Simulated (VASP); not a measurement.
# NaF (I4/mmm) in VASP: notebook, part 2 of 2

VASP 6.6.1. Earlier steps stand in the parts before.

### 4 Single point, r2SCAN (strain +0.000 along x and y, +0.030 along z)

Input file POSCAR:

```
NaF
1.0
    0.0000000000      2.3233000000      2.3929990000
    2.3233000000      0.0000000000      2.3929990000
    2.3233000000      2.3233000000      0.0000000000
Na F
1 1
Direct
    0.0000000000      0.0000000000      0.0000000000
    0.5000000000      0.5000000000      0.5000000000
```

Input file INCAR.step1:

```
PREC     = Accurate       # precision mode
ENCUT    = 520            # plane-wave cutoff, eV
ISMEAR   = 0              # smearing method
SIGMA    = 0.05           # smearing width, eV
LREAL    = False          # projectors in reciprocal space
LASPH    = True           # aspherical terms in the spheres
NELM     = 60             # most SCF steps
NBANDS   = 14             # bands
GGA      = PE             # functional
ALGO     = Normal         # electronic algorithm
EDIFF    = 1E-4           # SCF threshold, eV
LWAVE    = True           # write WAVECAR
LCHARG   = False          # write CHGCAR
```

Input file INCAR.step2:

```
PREC     = Accurate       # precision mode
ENCUT    = 520            # plane-wave cutoff, eV
EDIFF    = 1E-6           # SCF threshold, eV
ISMEAR   = 0              # smearing method
SIGMA    = 0.05           # smearing width, eV
LREAL    = False          # projectors in reciprocal space
LASPH    = True           # aspherical terms in the spheres
NELM     = 60             # most SCF steps
ALGO     = Normal         # electronic algorithm
ISIF     = 2              # what is computed and relaxed
LWAVE    = False          # write WAVECAR
LCHARG   = False          # write CHGCAR
METAGGA  = R2SCAN         # meta-GGA
LMIXTAU  = True         
NBANDS   = 14             # bands
ISTART   = 1
```

Input file KPOINTS:

```
Automatic mesh
0
Gamma
  8 8 8
```

Potentials or basis: VASP PAW PBE potentials, release 64 (Na_pv, F).

On the command line:

```sh
$ cat potpaw_PBE.64/Na_pv/POTCAR potpaw_PBE.64/F/POTCAR > POTCAR
$ cp INCAR.step1 INCAR
$ mpirun -np 1 vasp_std > vasp.out
$ cp INCAR.step2 INCAR
$ mpirun -np 1 vasp_std > vasp.out
```

OUTCAR:

```text
PREC = Accurate
   ENCUT = 520
   EDIFF = 1E-6
   ISMEAR = 0
   LREAL = False
   LASPH = True
   NELM = 60
   ISIF = 2
   METAGGA = R2SCAN
   ISTART = 1

 ion  position               nearest neighbor table
   1  0.000  0.000  0.000-   2 2.32   2 2.32   2 2.32   2 2.32
   2  0.500  0.500  0.500-   1 2.32   1 2.32   1 2.32   1 2.32

  LATTYP: Found a body centered tetragonal cell.
 ALAT       =     3.2856423695
 C/A-ratio  =     1.4566399692

  Lattice vectors:

 A1 = (  -2.3233000000,   0.0000000000,   2.3929990000)
 A2 = (   2.3233000000,   0.0000000000,   2.3929990000)
[... 586 lines left out ...]
     10      17.1183      0.00000
     11      17.5187      0.00000
     12      18.8441      0.00000
     13      21.6550      0.00000
     14      23.6687      0.00000

 [... further k-points ...]
[... 5 lines left out ...]
  --------------------------------------------------------------------------------------
  -------------------------------------------------------------------------------------
  Total       -0.4468191     -0.4468191     -0.7601848      0.0000000      0.0000000      0.0000000
  in kB      -27.7114447    -27.7114447    -47.1461942      0.0000000      0.0000000      0.0000000
  external PRESSURE =     -34.1896946 kB  Pullay stress =       0.0000000 kB

 VOLUME and BASIS-vectors are now :
 -----------------------------------------------------------------------------
  energy-cutoff  :      520.00
  volume of cell :       25.83
      direct lattice vectors                 reciprocal lattice vectors
     0.000000000  2.323300000  2.392999000    -0.215211122  0.215211122  0.208942837
     2.323300000  0.000000000  2.392999000     0.215211122 -0.215211122  0.208942837
     2.323300000  2.323300000  0.000000000     0.215211122  0.215211122 -0.208942837

 POSITION                                       TOTAL-FORCE (eV/Angst)
 -----------------------------------------------------------------------------------
      0.00000      0.00000      0.00000        -0.000000      0.000000     -0.000000
      2.32330      2.32330      2.39300         0.000000     -0.000000      0.000000
 -----------------------------------------------------------------------------------
    total drift:                                0.000000      0.000000      0.000000

  FREE ENERGIE OF THE ION-ELECTRON SYSTEM (eV)
  ---------------------------------------------------
  free  energy   TOTEN  =       -12.5809198569 eV

  energy  without entropy=      -12.5809198569  energy(sigma->0) =      -12.58091986
```

Wall time 65 s (1 thread of Intel Xeon Platinum 8259CL at 2.50GHz (Skylake/Cascade Lake), shared host); peak memory 0.16 GiB.

What came out:

```
Free energy            : -12.5809 eV
Pressure               : -3.4 GPa
Band gap on the k mesh : 6.96 eV, direct
```

Levels at points of the mesh, in eV from the valence-band top:
```
           k point  band 3  band 4  band 5  band 6  band 7  band 8  band 9  band 10  band 11  band 12
(0.00, 0.00, 0.00)  -19.61  -19.61    0.00    0.00    0.00    6.96   19.39    19.58    19.58    22.07
(0.50, 0.00, 0.00)  -19.62  -19.09   -1.47   -0.26   -0.24   11.38   13.08    20.73    21.27    23.22
(0.50, 0.50, 0.00)  -19.65  -19.65   -1.23   -0.35   -0.35   13.47   13.97    14.40    20.83    20.83
(0.50, 0.00, 0.50)  -19.66  -19.66   -1.19   -0.42   -0.38   13.69   13.87    14.50    20.34    20.64
```

Caveat: the cell differs from its parent crystal (strain +0.000 along x and y, +0.030 along z); the PAW data sets were made with another functional, which shifts forces and pressure a little.

### 5 Single point, r2SCAN (strain +0.015 along x and y, +0.000 along z)

Input file POSCAR:

```
NaF
1.0
    0.0000000000      2.3581495000      2.3233000000
    2.3581495000      0.0000000000      2.3233000000
    2.3581495000      2.3581495000      0.0000000000
Na F
1 1
Direct
    0.0000000000      0.0000000000      0.0000000000
    0.5000000000      0.5000000000      0.5000000000
```

Input file INCAR.step1:

```
  ALGO = Normal
  EDIFF = 1E-4
  ENCUT = 520
  GGA = PE
  ISMEAR = 0
  LASPH = T
  LCHARG = F
  LREAL = F
  LWAVE = T
  NBANDS = 14
  NELM = 60
  PREC = Accurate
  SIGMA = 0.05
```

Input file INCAR.step2:

```
  ALGO = Normal
  EDIFF = 1E-6
  ENCUT = 520
  ISIF = 2
  ISMEAR = 0
  ISTART = 1
  LASPH = T
  LCHARG = F
  LMIXTAU = T
  LREAL = F
  LWAVE = F
  METAGGA = R2SCAN
  NBANDS = 14
  NELM = 60
  PREC = Accurate
  SIGMA = 0.05
```

Input file KPOINTS:

```
k-points
0
Gamma
  8 8 8
```

On the command line:

```sh
$ cat potpaw_PBE.64/Na_pv/POTCAR potpaw_PBE.64/F/POTCAR > POTCAR
$ cp INCAR.step1 INCAR
$ mpirun -np 1 vasp_std > vasp.out
$ cp INCAR.step2 INCAR
$ mpirun -np 1 vasp_std > vasp.out
```

Run time: 83 s. Hardware: 1 thread of Intel Xeon Platinum 8259CL at 2.50GHz (Skylake/Cascade Lake), shared host; peak memory 0.16 GiB.

It converged, with:

- Free energy: -12.5823 eV
- Pressure: -3.5 GPa
- Band gap on the k mesh: 6.96 eV, direct

Stress tensor (GPa, compression positive):
```
-3.82  0.00  0.00
 0.00 -3.82  0.00
 0.00  0.00 -2.84
```

Levels at points of the mesh, in eV from the valence-band top:
```
           k point  band 5  band 6  band 7  band 8  band 9  band 10
(0.00, 0.00, 0.00)    0.00    0.00    0.00    6.96   19.48    19.48
(0.50, 0.00, 0.00)   -1.47   -0.25   -0.24   11.38   13.08    20.85
(0.50, 0.50, 0.00)   -1.19   -0.40   -0.40   13.68   13.87    14.50
(0.50, 0.00, 0.50)   -1.21   -0.39   -0.37   13.66   13.83    14.44
```

Caveat: the cell differs from its parent crystal (strain +0.015 along x and y, +0.000 along z); the PAW data sets were made with another functional, which shifts forces and pressure a little.

### 6 Single point, r2SCAN (strain +0.030 along x and y, +0.000 along z)

Input file POSCAR:

```
NaF
1.0
    0.0000000000      2.3929990000      2.3233000000
    2.3929990000      0.0000000000      2.3233000000
    2.3929990000      2.3929990000      0.0000000000
Na F
1 1
Direct
    0.0000000000      0.0000000000      0.0000000000
    0.5000000000      0.5000000000      0.5000000000
```

Input file INCAR.step1:

```
SYSTEM = NaF
  PREC = Accurate
  ENCUT = 520
  ISMEAR = 0
  SIGMA = 0.05
  LREAL = .FALSE.
  LASPH = .TRUE.
  NELM = 100
  NBANDS = 14
  GGA = PE
  ALGO = Normal
  EDIFF = 1E-4
  LWAVE = .TRUE.
  LCHARG = .FALSE.
```

Input file INCAR.step2:

```
SYSTEM = NaF
  PREC = Accurate
  ENCUT = 520
  EDIFF = 1E-6
  ISMEAR = 0
  SIGMA = 0.05
  LREAL = .FALSE.
  LASPH = .TRUE.
  NELM = 100
  ALGO = Normal
  ISIF = 2
  LWAVE = .FALSE.
  LCHARG = .FALSE.
  METAGGA = R2SCAN
  LMIXTAU = .TRUE.
  NBANDS = 14
  ISTART = 1
```

Input file KPOINTS:

```
regular mesh
0
G
  8 8 8
  0 0 0
```

Potentials or basis: VASP PAW PBE potentials, release 64 (Na_pv, F).

On the command line:

```sh
$ cat potpaw_PBE.64/Na_pv/POTCAR potpaw_PBE.64/F/POTCAR > POTCAR
$ cp INCAR.step1 INCAR
$ mpirun -np 1 vasp_std > vasp.out
$ cp INCAR.step2 INCAR
$ mpirun -np 1 vasp_std > vasp.out
```

Run time: 88 s. Hardware: 1 thread of Intel Xeon Platinum 8259CL at 2.50GHz (Skylake/Cascade Lake), shared host; peak memory 0.16 GiB.

It converged, with:

- Free energy: -12.5614 eV
- Pressure: -4.6 GPa
- Band gap on the k mesh: 6.80 eV, direct

Stress tensor (GPa, compression positive):
```
-5.27  0.00  0.00
 0.00 -5.27  0.00
 0.00  0.00 -3.34
```

Levels at points of the mesh, in eV from the valence-band top:
| k point | band 5 | band 6 | band 7 | band 8 | band 9 | band 10 |
| --- | --- | --- | --- | --- | --- | --- |
| (0.00, 0.00, 0.00) | 0.00 | 0.00 | 0.00 | 6.80 | 19.24 | 19.24 |
| (0.50, 0.00, 0.00) | -1.41 | -0.24 | -0.22 | 11.20 | 12.83 | 20.40 |
| (0.50, 0.50, 0.00) | -1.13 | -0.40 | -0.40 | 13.48 | 13.75 | 14.26 |
| (0.50, 0.00, 0.50) | -1.18 | -0.38 | -0.34 | 13.35 | 13.77 | 14.14 |

Caveat: the cell differs from its parent crystal (strain +0.030 along x and y, +0.000 along z); the PAW data sets were made with another functional, which shifts forces and pressure a little.

### 7 The runs side by side

| cell | gap on the mesh (eV) | pressure (GPa) |
| --- | --- | --- |
| a = 3.310, b = 3.310, c = 3.286 Å, angles 60.2, 60.2, 59.5°, 2 atoms | 7.04 | -2.8 |
| a = 3.286, b = 3.286, c = 3.335 Å, angles 59.5, 59.5, 61.0°, 2 atoms | 7.04 | -2.9 |
| a = 3.335, b = 3.335, c = 3.286 Å, angles 60.5, 60.5, 59.0°, 2 atoms | 6.96 | -3.4 |
| a = 3.310, b = 3.310, c = 3.335 Å, angles 59.8, 59.8, 60.5°, 2 atoms | 6.96 | -3.5 |
| a = 3.335, b = 3.335, c = 3.384 Å, angles 59.5, 59.5, 61.0°, 2 atoms | 6.80 | -4.6 |

Alike in all rows: task single point; level r2SCAN; potentials or basis VASP PAW PBE potentials, release 64 (Na_pv, F); no spin polarisation; k mesh 8 × 8 × 8; cutoff (eV) 520; smearing gaussian 0.05 eV.

Caveats: the PAW data sets were made with another functional, which shifts forces and pressure a little.

Absolute energies hang on the potentials; compare differences alone.
